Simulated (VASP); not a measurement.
Input of a VASP 6.6.1 run:

INCAR

```
SYSTEM = SbSe5
PREC = Accurate
ENCUT = 520
EDIFF = 1E-6
ISMEAR = 0
SIGMA = 0.2
LREAL = .False.
LASPH = .True.
NELM = 100
ALGO = Normal
ISIF = 2
LWAVE = .False.
LCHARG = .True.
GGA = PE
LELF = .True.
LVHAR = .True.
NBANDS = 26
```

File KPOINTS:

```
regular mesh
0
Gamma
  3 3 4
  0 0 0
```

POSCAR

```
SbSe5
1.0
    6.9668778108      0.0000000000      0.0000000000
    0.0000000000      6.9668778108      0.0000000000
    0.0000000000      0.0000000000      3.6077289878
Sb Se
1 5
Direct
    0.0000000000      0.0000000000      1.3576878677
    0.1707180832      0.5000000000      0.3870151522
    0.8292819168      0.5000000000      0.3870151522
    0.5000000000      0.1707180832      0.3870151522
    0.5000000000      0.8292819168      0.3870151522
    0.5000000000      0.5000000000      0.0431679936
```

Potentials or basis: VASP PAW PBE potentials, release 64 (Sb, Se).

Run with:

```sh
$ cat potpaw_PBE.64/Sb/POTCAR potpaw_PBE.64/Se/POTCAR > POTCAR
$ mpirun -np 1 vasp_std > vasp.out
```

**Question.** What does it give for the pressure?

**Answer.** 0.1 GPa.

**Question.** Predict the largest force.

**Answer.** 0.050 eV/Å.

Forces in eV/Å, atoms in the order of the input:
```
Sb   0.000  0.000 -0.003
Se   0.000  0.000  0.013
Se   0.000  0.000  0.013
Se   0.000  0.000  0.013
Se   0.000  0.000  0.013
Se   0.000  0.000 -0.050
```

Caveat: the k points lie up to 0.44 Å⁻¹ apart.
